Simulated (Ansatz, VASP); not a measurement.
**Two plane-wave programs on MgS**

File INCAR:

```
PREC     = Accurate       # precision mode
ENCUT    = 520            # plane-wave cutoff, eV
EDIFF    = 1E-6           # SCF threshold, eV
ISMEAR   = 0              # smearing method
SIGMA    = 0.02           # smearing width, eV
LREAL    = F              # projectors in reciprocal space
LASPH    = T              # aspherical terms in the spheres
NELM     = 100            # most SCF steps
ALGO     = Normal         # electronic algorithm
ISIF     = 2              # what is computed and relaxed
LWAVE    = F              # write WAVECAR
LCHARG   = T              # write CHGCAR
GGA      = PE             # functional
LELF     = T              # ELF
LVHAR    = T            
NBANDS   = 16             # bands
```

File KPOINTS:

```
regular mesh
0
Gamma
  6 6 4
```

POSCAR

```
MgS
1.0
    2.8486069961      2.8486069961      0.0000000000
   -2.8486069961      2.8486069961      0.0000000000
    0.1208561594      0.1208561594      5.6972139921
Mg S
2 2
Direct
    0.0038924531      0.0000000000     -0.0001131110
    0.5038924531      0.5000000000      0.4998868890
    0.4961075469      0.0000000000      0.2501131110
   -0.0038924531      0.5000000000      0.7501131110
```

Input for Ansatz:

```yaml
crystal:
  lattice:
    - [2.8486069961, 2.8486069961, 0.0]
    - [-2.8486069961, 2.8486069961, 0.0]
    - [0.1208561594, 0.1208561594, 5.6972139921]
  atoms:
    - { symbol: Mg, position: [0.0038924531, 0.0, -0.000113111] }
    - { symbol: Mg, position: [0.5038924531, 0.5, 0.499886889] }
    - { symbol: S, position: [0.4961075469, 0.0, 0.250113111] }
    - { symbol: S, position: [-0.0038924531, 0.5, 0.750113111] }
basis:
  ecutwfc: 420
kpoints:
  mp_grid: { grid: [6, 6, 4] }
  band_path: { path: [VBM, CBM], npoints: 2 }
hamiltonian:
  xc: pbe
scf:
  occupations: { method: gaussian, width: 0.02 }
output:
  forces: true
  stress: true
  eigenvalues: true
checkpoint:
  read: start.run
  write: ck
  compress: false
  write_wavefunctions: false
  write_every: 100000
```

Alike in both runs: task single point; functional PBE; k mesh 6 × 6 × 4; occupations gaussian, width 0.02 eV; no spin polarisation.

```csv
,VASP,Ansatz
version,VASP 6.6.1,Ansatz 0.2.0
potentials or method,"VASP PAW PBE potentials, release 64 (Mg, S), cutoff 520 eV","scalar-relativistic, plane waves, PAW"
valence electrons in the cell,16,32
```

```csv
,VASP,Ansatz,Ansatz less VASP
gap on the k mesh at the Fermi level (eV),3.27,3.28,+0.008
least direct gap on the mesh (eV),3.27,3.28,+0.008
pressure (GPa),-0.2,0.0,+0.15
"traceless stress, the component that is largest in VASP (GPa)",-0.63,-0.63,+0.005
```

VASP's potentials hold 16 valence electrons a cell and Ansatz's 32, so a difference there can come from the potentials and not from the codes.
